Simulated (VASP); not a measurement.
Runs of VASP 6.6.1 on BiAsSe. The structure is that of space group P4/mmm (No. 123), or close to it. The cells are those of the table. The cell was built from a structure type or drawn by symmetry, and may not be a known phase.

```tsv
task	cell	k mesh	cutoff (eV)	gap on the mesh (eV)	pressure (GPa)	relaxed volume (Å³/atom)
single point	a = 4.166, b = 4.166, c = 5.912 Å, 3 atoms	4 × 4 × 4	520	none	-2.5	-
single point	a = 4.144, b = 4.144, c = 5.586 Å, 3 atoms	4 × 4 × 4	520	none	0.0	-
relaxation of cell and atoms	relaxed from a = 4.144, b = 4.144, c = 5.586 Å, 3 atoms	12 × 12 × 8	600	none	0.0	(a)
relaxation of cell and atoms	relaxed from a = 4.166, b = 4.166, c = 5.912 Å, 3 atoms	4 × 4 × 4	600	none	0.0	32.01
single point	a = 4.088, b = 4.088, c = 5.794 Å, 3 atoms	12 × 12 × 8	520	none	0.0	-
```

Alike in all rows: level PBE; potentials or basis VASP PAW PBE potentials, release 64 (Bi_d, As, Se); no spin polarisation; smearing gaussian 0.1 eV.

Problem. Estimate the missing entries.

Solution. (a) 32.29.

Caveats: some runs use coarse meshes; spin-orbit coupling is left out, which moves the levels of the heavy elements.

A k mesh can miss the band edges, and the runs leave out spin-orbit coupling on As, Bi, Se.

A gap of «none» marks levels without a gap at the run's occupations.
